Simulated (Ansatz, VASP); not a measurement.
**HfO2 in VASP and in Ansatz**

POSCAR

```
HfO2
1.0
    5.5563950000      0.0000000000      0.0000000000
    0.0000000000      3.3335970000      0.0000000000
    0.0000000000      0.0000000000      6.5049950000
Hf O
4 8
Direct
    0.7486820000      0.7500000000      0.6078710000
    0.2513180000      0.2500000000      0.3921290000
    0.2486820000      0.7500000000      0.8921290000
    0.7513180000      0.2500000000      0.1078710000
    0.6394990000      0.2500000000      0.4234000000
    0.3605010000      0.7500000000      0.5766000000
    0.1394990000      0.2500000000      0.0766000000
    0.8605010000      0.7500000000      0.9234000000
    0.5207940000      0.2500000000      0.8414530000
    0.4792060000      0.7500000000      0.1585470000
    0.0207940000      0.2500000000      0.6585470000
    0.9792060000      0.7500000000      0.3414530000
```

File INCAR.step1:

```
PREC = Accurate
ENCUT = 520
ISMEAR = -1
SIGMA = 0.05
LREAL = F
LASPH = T
NELM = 80
NBANDS = 56
GGA = PE
ALGO = Normal
EDIFF = 1E-4
LWAVE = T
LCHARG = F
```

INCAR.step2

```
PREC = Accurate
ENCUT = 520
EDIFF = 1E-7
ISMEAR = -1
SIGMA = 0.05
LREAL = F
LASPH = T
NELM = 80
ALGO = Normal
ISIF = 2
LWAVE = F
LCHARG = F
METAGGA = R2SCAN
LMIXTAU = T
NBANDS = 56
ISTART = 1
```

Contents of KPOINTS:

```
regular mesh
0
Gamma
  5 8 4
```

Contents of input.yaml:

```yaml
crystal:
  lattice:
    - [5.556395, 0.0, 0.0]
    - [0.0, 3.333597, 0.0]
    - [0.0, 0.0, 6.504995]
  atoms:
    - { symbol: Hf, position: [0.748682, 0.75, 0.607871] }
    - { symbol: Hf, position: [0.251318, 0.25, 0.392129] }
    - { symbol: Hf, position: [0.248682, 0.75, 0.892129] }
    - { symbol: Hf, position: [0.751318, 0.25, 0.107871] }
    - { symbol: O, position: [0.639499, 0.25, 0.4234] }
    - { symbol: O, position: [0.360501, 0.75, 0.5766] }
    - { symbol: O, position: [0.139499, 0.25, 0.0766] }
    - { symbol: O, position: [0.860501, 0.75, 0.9234] }
    - { symbol: O, position: [0.520794, 0.25, 0.841453] }
    - { symbol: O, position: [0.479206, 0.75, 0.158547] }
    - { symbol: O, position: [0.020794, 0.25, 0.658547] }
    - { symbol: O, position: [0.979206, 0.75, 0.341453] }
hamiltonian:
  xc: r2scan
  pseudopotentials: { kind: paw }
kpoints:
  mp_grid: { grid: [5, 8, 4] }
  band_path:
    path:
      - [[0.0, 0.0, 0.0], [0.0, -0.5, 0.0], [-0.5, -0.5, 0.0], [-0.5, 0.0, 0.0], [0.0, 0.0, 0.0], [0.0, 0.0, -0.5], [0.0, -0.5, -0.5], [-0.5, -0.5, -0.5], [-0.5, 0.0, -0.5], [0.0, 0.0, -0.5]]
      - [[-0.5, 0.0, 0.0], [-0.5, 0.0, -0.5]]
      - [[0.0, -0.5, -0.5], [0.0, -0.5, 0.0]]
      - [[-0.5, -0.5, 0.0], [-0.5, -0.5, -0.5]]
    npoints: 10
scf:
  occupations: { method: fermi_dirac, width: 0.05 }
  n_extra_bands: 30
output:
  forces: true
  stress: true
  eigenvalues: true
  fatbands: false
```

Alike in both runs: functional r2SCAN; k mesh 5 × 8 × 4; occupations fermi-dirac, width 0.05 eV; no spin polarisation.

|  | VASP | Ansatz |
| --- | --- | --- |
| version | VASP 6.6.1 | Ansatz 0.2.0 |
| potentials or method | VASP PAW PBE potentials, release 64 (Hf_pv, O) | Ansatz PAW |
| plane-wave cutoff (eV) | 520 | 500 |
| valence electrons in the cell | 88 | 152 |
| task | single point | band structure |

Ansatz gave:

| Item | Value |
| --- | --- |
| gap on the k mesh at the Fermi level (eV) | 3.97 |
| least direct gap on the mesh (eV) | 3.97 |
| pressure (GPa) | -3.4 |
| traceless stress, the component that is largest in VASP (GPa) | -0.18 |
| rms of the force components (eV/Å) | 0.016 |

Q: Which values does VASP return?

A: gap on the k mesh at the Fermi level (eV): 3.92; least direct gap on the mesh (eV): 3.92; pressure (GPa): -7.3; traceless stress, the component that is largest in VASP (GPa): -0.25; rms of the force components (eV/Å): 0.051.

VASP's potentials were made for PBE, not for r2SCAN. Atom by atom the forces differ by 0.036 eV/Å (rms over components). VASP's potentials hold 88 valence electrons a cell and Ansatz's 152, so a difference there can come from the potentials and not from the codes.

Spin-orbit coupling is off throughout.
